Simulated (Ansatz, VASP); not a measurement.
Zr in VASP and in Ansatz

```xyz
2
Lattice="3.2320 0.0000 0.0000 -1.6160 2.7990 0.0000 0.0000 0.0000 5.1985" Properties=species:S:1:pos:R:3 pbc="T T T"
Zr    0.0000    1.8660    1.2996
Zr    1.6160    0.9330    3.8989
```

Change from the starting cell: zz strain of +1 %.

Alike in both runs: task single point; functional PBE; k mesh 13 × 13 × 7; occupations fermi-dirac, width 0.08 eV; no spin polarisation.

|  | VASP | Ansatz |
| --- | --- | --- |
| version | VASP 6.6.1 | Ansatz 0.2.0 |
| potentials or method | VASP PAW PBE potentials, release 64 (Zr_sv), cutoff 520 eV | all-electron LAPW, scalar-relativistic |

```tsv
	VASP	Ansatz	Ansatz less VASP
pressure (GPa)	-0.5	-0.5	-0.01
traceless stress, the component that is largest in VASP (GPa)	-0.19	-0.19	+0.001
```

Ansatz ran all-electron here, and VASP with PAW potentials.
